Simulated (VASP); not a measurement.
Input of a VASP 6.6.1 run:

The input INCAR:

```
SYSTEM = Al2Pt
PREC     = Accurate       ! precision mode
ENCUT    = 520            ! plane-wave cutoff, eV
EDIFF    = 1E-7           ! SCF threshold, eV
ISMEAR   = 0              ! smearing method
SIGMA    = 0.1            ! smearing width, eV
LREAL    = .FALSE.        ! projectors in reciprocal space
LASPH    = .TRUE.         ! aspherical terms in the spheres
NELM     = 60             ! most SCF steps
ALGO     = Fast           ! electronic algorithm
ISIF     = 2              ! what is computed and relaxed
LWAVE    = .FALSE.        ! write WAVECAR
LCHARG   = .TRUE.         ! write CHGCAR
GGA      = PS             ! functional
LELF     = .TRUE.         ! ELF
LVHAR    = .TRUE.       
NBANDS   = 25             ! bands
```

KPOINTS

```
Automatic mesh
0
G
  10 10 10
  0 0 0
```

File POSCAR:

```
Al2Pt
1.0
   -3.0213562517      3.0213562517      2.6322384910
    3.0213562517     -3.0213562517      2.6322384910
    3.0213562517      3.0213562517     -2.6322384910
Al Pt
4 2
Direct
    0.1600187648      0.6600187648      0.8200375296
    0.6600187648      0.8399812352      0.5000000000
    0.8399812352      0.3399812352      0.1799624704
    0.3399812352      0.1600187648      0.5000000000
    0.7500000000      0.7500000000      0.0000000000
    0.2500000000      0.2500000000      0.0000000000
```

Potentials or basis: VASP PAW PBE potentials, release 64 (Al, Pt).

Command:

```bash
$ cat potpaw_PBE.64/Al/POTCAR potpaw_PBE.64/Pt/POTCAR > POTCAR
$ mpirun -np 1 vasp_std > vasp.out
```

Question: Predict the band gap on the k mesh.

Answer: Zero (bands 16 and 17 overlap by 2.31 eV).

Question: Estimate the largest force.

Answer: 0.004 eV/Å.

Forces on the atoms (eV/Å):
```
Al   0.003  0.003  0.000
Al  -0.003  0.003  0.000
Al  -0.003 -0.003  0.000
Al   0.003 -0.003  0.000
Pt   0.000  0.000  0.000
Pt   0.000  0.000  0.000
```

Caveat: the PAW data sets were made with another functional, which shifts forces and pressure a little; spin-orbit coupling is left out, which moves the levels of the heavy elements.
